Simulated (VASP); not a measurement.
# SnO2 (Cmmm) in VASP: single point with r2SCAN

Aim: the single point of SnO2 with r2SCAN.

All numbers are computed with VASP 6.6.1; they aren't measurements. Logs are shortened: lines on timing, memory, paths and dates and some standing lists are left out, and cuts for length are marked.

### Step 1. The cell of the first run

Symmetry: Cmmm, No. 65, orthorhombic system. Conventional cell: a = 6.574 Å, b = 6.890 Å, c = 3.200 Å, α = 90.00°, β = 90.00°, γ = 90.00°. Sn (site symmetry mmm) has 6 O at 2.04 to 2.10 Å within 2.7 Å. Sn (site symmetry mmm) has 6 O at 2.02 to 2.09 Å within 2.7 Å. O (site symmetry m2m) has 3 Sn at 2.09 to 2.10 Å and 9 O at 2.68 to 2.93 Å within 3.0 Å. Within 2.7 Å of O (site symmetry 2mm) lie 3 Sn at 2.02 to 2.04 Å and 1 O at 2.54 Å.

### Step 2. Single point, r2SCAN (shear xy strain +4.7%)

Contents of POSCAR:

```
SnO2
1.0
    4.7604948911      0.1116336052      0.0000000000
    0.1116336052      4.7604948911      0.0000000000
    0.0000000000      0.0000000000      3.2001628212
Sn O
2 4
Direct
    0.0000000000      0.0000000000      0.0000000000
    0.5000000000      0.5000000000      0.5000000000
    0.3054792499      0.3054792499      0.0000000000
    0.1932983076      0.8067016924      0.5000000000
    0.6945207501      0.6945207501      0.0000000000
    0.8067016924      0.1932983076      0.5000000000
```

Contents of INCAR.step1:

```
PREC = Accurate
ENCUT = 520
ISMEAR = 0
SIGMA = 0.01
LREAL = F
LASPH = T
NELM = 100
NBANDS = 35
GGA = PE
ALGO = Normal
EDIFF = 1E-4
LWAVE = T
LCHARG = F
```

Contents of INCAR.step2:

```
PREC = Accurate
ENCUT = 520
EDIFF = 1E-6
ISMEAR = 0
SIGMA = 0.01
LREAL = F
LASPH = T
NELM = 100
ALGO = Normal
ISIF = 2
LWAVE = F
LCHARG = F
METAGGA = R2SCAN
LMIXTAU = T
NBANDS = 35
ISTART = 1
```

Contents of KPOINTS:

```
regular mesh
0
Gamma
  6 6 8
```

Potentials or basis: VASP PAW PBE potentials, release 64 (Sn_d, O).

Launch:

```bash
cat potpaw_PBE.64/Sn_d/POTCAR potpaw_PBE.64/O/POTCAR > POTCAR
cp INCAR.step1 INCAR
mpirun -np 1 vasp_std > vasp.out
cp INCAR.step2 INCAR
mpirun -np 1 vasp_std > vasp.out
```

OUTCAR:

```text
PREC = Accurate
   ENCUT = 520
   EDIFF = 1E-6
   ISMEAR = 0
   LREAL = F
   LASPH = T
   NELM = 100
   ISIF = 2
   METAGGA = R2SCAN
   ISTART = 1

 ion  position               nearest neighbor table
   1  0.000  0.000  0.000-   4 2.04   6 2.04   4 2.04   6 2.04   5 2.10   3 2.10   2 3.66   2 3.66
                             2 3.66   2 3.66
   2  0.500  0.500  0.500-   4 2.02   6 2.02   5 2.09   3 2.09   3 2.09   5 2.09   1 3.66   1 3.66
                             1 3.66   1 3.66
   3  0.305  0.305  0.000-   2 2.09   2 2.09   1 2.10
   4  0.193  0.807  0.500-   2 2.02   1 2.04   1 2.04
   5  0.695  0.695  0.000-   2 2.09   2 2.09   1 2.10
   6  0.807  0.193  0.500-   2 2.02   1 2.04   1 2.04

  LATTYP: Found a base centered orthorhombic cell.
 ALAT       =     6.5744826801
 B/A-ratio  =     1.0480262147
 C/A-ratio  =     0.4867550767

  Lattice vectors:

 A1 = (  -0.1116336052,  -4.7604948911,   0.0000000000)
 A2 = (   4.7604948911,   0.1116336052,   0.0000000000)
 A3 = (   0.0000000000,   0.0000000000,   3.2001628212)

Analysis of symmetry for initial positions (statically):
=====================================================================
 Subroutine PRICEL returns:
 Original cell was already a primitive cell.

 Routine SETGRP: Setting up the symmetry group for a
 base centered orthorhombic supercell.

 Subroutine GETGRP returns: Found  8 space group operations
 (whereof  8 operations were pure point group operations)
 out of a pool of  8 trial point group operations.

The static configuration has the point symmetry D_2h.

Analysis of symmetry for dynamics (positions and initial velocities):
=====================================================================
 Subroutine PRICEL returns:
 Original cell was already a primitive cell.

 Routine SETGRP: Setting up the symmetry group for a
 base centered orthorhombic supercell.

 Subroutine GETGRP returns: Found  8 space group operations
 (whereof  8 operations were pure point group operations)
 out of a pool of  8 trial point group operations.

The dynamic configuration has the point symmetry D_2h.

 Subroutine INISYM returns: Found  8 space group operations
 (whereof  8 operations are pure point group operations),
 and found     1 'primitive' translations

----------------------------------------------------------------------------------------

                                     Primitive cell

  volume of cell :      72.4832

  direct lattice vectors                    reciprocal lattice vectors
     4.760494891  0.111633605  0.000000000     0.210177771 -0.004928669  0.000000000
     0.111633605  4.760494891  0.000000000    -0.004928669  0.210177771  0.000000000
     0.000000000  0.000000000  3.200162821     0.000000000  0.000000000  0.312484100

  length of vectors
     4.761803615  4.761803615  3.200162821     0.210235552  0.210235552  0.312484100

  position of ions in fractional coordinates (direct lattice)
     0.000000000  0.000000000  0.000000000
     0.500000000  0.500000000  0.500000000
     0.305479250  0.305479250  0.000000000
     0.193298308  0.806701692  0.500000000
     0.694520750  0.694520750  0.000000000
     0.806701692  0.193298308  0.500000000

  ion indices of the primitive-cell ions
   primitive index   ion index
                 1           1
                 2           2
                 3           3
                 4           4
                 5           5
                 6           6

----------------------------------------------------------------------------------------

 KPOINTS: regular mesh

Automatic generation of k-mesh.
 Grid dimensions read from file:
 generate k-points for:    6    6    8

 Generating k-lattice:

  Cartesian coordinates                     Fractional coordinates (reciprocal lattice)
     0.035029628 -0.000821445  0.000000000     0.166666667  0.000000000  0.000000000
    -0.000821445  0.035029628  0.000000000     0.000000000  0.166666667  0.000000000
     0.000000000  0.000000000  0.039060513     0.000000000  0.000000000  0.125000000

  Length of vectors
     0.035039259  0.035039259  0.039060513

  Shift w.r.t. Gamma in fractional coordinates (k-lattice)
     0.000000000  0.000000000  0.000000000

 Subroutine IBZKPT returns following result:
 ===========================================

 Found     65 irreducible k-points:

 Following reciprocal coordinates:
            Coordinates               Weight
  0.000000  0.000000  0.000000      1.000000
  0.166667  0.000000  0.000000      4.000000
  0.333333  0.000000  0.000000      4.000000
  0.500000  0.000000  0.000000      2.000000
  0.166667  0.166667  0.000000      2.000000
  0.333333  0.166667  0.000000      4.000000
[... 16 lines left out ...]
  0.333333  0.333333  0.125000      4.000000
  0.500000  0.333333  0.125000      8.000000
 [... further k-points ...]
   k-points           NKPTS =     65   k-points in BZ     NKDIM =     65   number of bands    NBANDS=     35
   number of dos      NEDOS =    301   number of ions     NIONS =      6
   total plane-waves  NPLWV =  31104
   dimension x,y,z NGX =    36 NGY =   36 NGZ =   24
   dimension x,y,z NGXF=    72 NGYF=   72 NGZF=   48
   ions per type =               2   4
   NGX,Y,Z   is equivalent  to a cutoff of  12.57, 12.57, 12.47 a.u.
   NGXF,Y,Z  is equivalent  to a cutoff of  25.14, 25.14, 24.94 a.u.
 SYSTEM =  unknown system
   PREC   = accura    normal or accurate (medium, high low for compatibility)
   ISTART =      1    job   : 0-new  1-cont  2-samecut
   ICHARG =      0    charge: 1-file 2-atom 10-const
   ISPIN  =      1    spin polarized calculation?
   LNONCOLLINEAR =      F non collinear calculations
   LSORBIT =      F    spin-orbit coupling
   LASPH  =      T    aspherical Exc in radial PAW
   ENCUT  =  520.0 eV  38.22 Ry    6.18 a.u.   8.85  8.85  5.95*2*pi/ulx,y,z
   NELM   =    100;   NELMIN=  2; NELMDL=  0     # of ELM steps
   EDIFF  = 0.1E-05   stopping-criterion for ELM
   LREAL  =      F    real-space projection
[... 7 lines left out ...]
   TEBEG  =    0.0;   TEEND  =   0.0 temperature during run
   PSTRESS=    0.0 pullay stress
   NELECT =      52.0000    total number of electrons
   NUPDOWN=      -1.0000    fix difference up-down
   EMIN   =  10.00;   EMAX   =-10.00  energy-range for DOS
   EFERMI =   0.00;   METHOD = LEGACY
   ISMEAR =     0;   SIGMA  =   0.01  broadening in eV -4-tet -1-fermi 0-gaus
   EFERMI_NEDOS =   21; number of points for ismear=-14 and -15
   IALGO  =     38    algorithm
   IMIX   =      4    mixing-type and parameters
     AMIX     =   0.40;   BMIX     =  1.00
     AMIX_MAG =   1.60;   BMIX_MAG =  1.00
  volume/ion in A,a.u.               =      12.08        81.52
  Fermi-wavevector in a.u.,A,eV,Ry     =   1.465537  2.769464 29.222579  2.147799
  Thomas-Fermi vector in A             =   2.581382
   LORBIT       =      0    0 simple, 1 ext, 2 COOP (PROOUT), +10 PAW based schemes
   METAGGA = R2SCAN    functional components
   LHFCALC =     F    Hartree Fock is set to
   AEXX    =    0.0000 exact exchange contribution
   IVDW    =     0    specifies the selected vdW correction
   LEPSILON=     F    determine dielectric tensor
   LRPA    =     F    only Hartree local field effects (RPA)
 non-spin polarized calculation
 Gauss-broadening in eV      SIGMA  =   0.01
  energy-cutoff  :      520.00
  volume of cell :       72.48
 maximum number of plane-waves:      1974
   NGX = 17   NGY = 17   NGZ = 11

 number of electron      51.9999996 magnetization

 Free energy of the ion-electron system (eV)
  ---------------------------------------------------
  ext. energy  EPLUGINS =         0.00000000
  ---------------------------------------------------
  free energy    TOTEN  =       -84.52548923 eV

  energy without entropy =      -84.52548923  energy(sigma->0) =      -84.52548923

 E-fermi :   5.6055     XC(G=0): -11.9714

 val. band max:        5.5595595098   @ k =   0.0000   0.0000   0.0000
 cond. band min:       7.3546077075   @ k =   0.0000   0.0000   0.0000
 fundamental gap:      1.7950481977
 Fermi energy:         5.6054669618

 k-point     1 :       0.0000    0.0000    0.0000
  band No.  band energies     occupation
      1     -16.2653      2.00000
      2     -15.2618      2.00000
      3     -15.0948      2.00000
      4     -14.9798      2.00000
      5     -14.8684      2.00000
      6     -14.8620      2.00000
[... 27 lines left out ...]
     34      19.0018      0.00000
     35      19.0294      0.00000

 k-point     2 :       0.1667    0.0000    0.0000
  band No.  band energies     occupation
      1     -16.2156      2.00000
      2     -15.3260      2.00000
      3     -15.0932      2.00000
      4     -15.0094      2.00000
      5     -14.8764      2.00000
      6     -14.8655      2.00000
[... 27 lines left out ...]
     34      18.7643      0.00000
     35      18.9695      0.00000

 k-point     3 :       0.3333    0.0000    0.0000
  band No.  band energies     occupation
      1     -16.0743      2.00000
      2     -15.5353      2.00000
      3     -15.0900      2.00000
      4     -15.0374      2.00000
      5     -14.8815      2.00000
      6     -14.8596      2.00000
[... 27 lines left out ...]
     34      18.5324      0.00000
     35      18.9269      0.00000
[... 723 lines left out ...]
 k-point    23 :       0.3333    0.3333    0.1250
  band No.  band energies     occupation
      1     -16.0840      2.00000
      2     -15.5282      2.00000
      3     -15.3145      2.00000
      4     -15.0601      2.00000
      5     -14.9506      2.00000
      6     -14.8528      2.00000
[... 27 lines left out ...]
     34      18.6198      0.00000
     35      19.0396      0.00000

 k-point    24 :       0.5000    0.3333    0.1250
  band No.  band energies     occupation
      1     -16.0204      2.00000
      2     -15.6554      2.00000
      3     -15.2933      2.00000
      4     -15.0368      2.00000
      5     -14.9751      2.00000
      6     -14.8507      2.00000
[... 27 lines left out ...]
     34      18.6251      0.00000
     35      18.7927      0.00000

 [... further k-points ...]

------------------------ aborting loop because EDIFF is reached ----------------------------------------

  FORCE on cell =-STRESS in cart. coord.  units (eV):
  Direction    XX          YY          ZZ          XY          YZ          ZX
  --------------------------------------------------------------------------------------
  -------------------------------------------------------------------------------------
  Total        0.7001779      0.7001779      0.9154763     -4.4181027      0.0000000      0.0000000
  in kB       15.4768158     15.4768158     20.2357959    -97.6582619      0.0000000      0.0000000
  external PRESSURE =      17.0631425 kB  Pullay stress =       0.0000000 kB

 VOLUME and BASIS-vectors are now :
 -----------------------------------------------------------------------------
  energy-cutoff  :      520.00
  volume of cell :       72.48
      direct lattice vectors                 reciprocal lattice vectors
     4.760494891  0.111633605  0.000000000     0.210177771 -0.004928669  0.000000000
     0.111633605  4.760494891  0.000000000    -0.004928669  0.210177771  0.000000000
     0.000000000  0.000000000  3.200162821     0.000000000  0.000000000  0.312484100

 POSITION                                       TOTAL-FORCE (eV/Angst)
 -----------------------------------------------------------------------------------
      0.00000      0.00000      0.00000         0.000000      0.000000      0.000000
      2.43606      2.43606      1.60008         0.000000      0.000000      0.000000
      1.48833      1.48833      0.00000        -0.020411     -0.020411      0.000000
      1.01025      3.86188      1.60008         0.014950     -0.014950      0.000000
      3.38379      3.38379      0.00000         0.020411      0.020411      0.000000
      3.86188      1.01025      1.60008        -0.014950      0.014950     -0.000000
 -----------------------------------------------------------------------------------
    total drift:                                0.000000      0.000000      0.000000

  FREE ENERGIE OF THE ION-ELECTRON SYSTEM (eV)
  ---------------------------------------------------
  free  energy   TOTEN  =       -84.5254892290 eV

  energy  without entropy=      -84.5254892290  energy(sigma->0) =      -84.52548923
```

It took 2.7 min on 1 thread of Intel Xeon 6975P-C (Granite Rapids), shared host; peak memory 0.27 GiB.

Results:

```
Free energy            : -84.5255 eV
Pressure               : 1.7 GPa
Largest force          : 0.029 eV/Å
Band gap on the k mesh : 1.79 eV
```

Forces on the atoms (eV/Å):
```
Sn   0.000  0.000  0.000
Sn   0.000  0.000  0.000
O   -0.020 -0.020  0.000
O    0.015 -0.015  0.000
O    0.020  0.020  0.000
O   -0.015  0.015  0.000
```

Levels at points of the mesh, in eV from the valence-band top:
| k point | band 23 | band 24 | band 25 | band 26 | band 27 | band 28 | band 29 | band 30 |
| --- | --- | --- | --- | --- | --- | --- | --- | --- |
| (0.00, 0.00, 0.00) | -0.98 | -0.89 | -0.62 | 0.00 | 1.79 | 6.82 | 6.92 | 7.19 |
| (0.50, 0.00, 0.00) | -1.31 | -0.98 | -0.62 | -0.59 | 4.86 | 5.15 | 7.71 | 7.92 |
| (0.50, 0.50, 0.00) | -1.51 | -1.19 | -1.07 | -0.65 | 5.30 | 5.59 | 8.18 | 8.24 |
| (0.00, 0.00, 0.50) | -1.81 | -1.60 | -1.52 | -0.93 | 6.85 | 6.92 | 10.35 | 10.67 |
| (0.50, 0.00, 0.50) | -1.26 | -0.94 | -0.69 | -0.65 | 7.08 | 7.25 | 8.47 | 9.22 |
| (0.50, 0.50, 0.50) | -1.11 | -1.02 | -0.88 | -0.58 | 5.42 | 5.66 | 9.41 | 9.85 |

Caveat: the cell differs from its parent crystal (shear xy strain +4.7%); the PAW data sets were made with another functional, which shifts forces and pressure a little; spin-orbit coupling is left out, which moves the levels of the heavy elements.
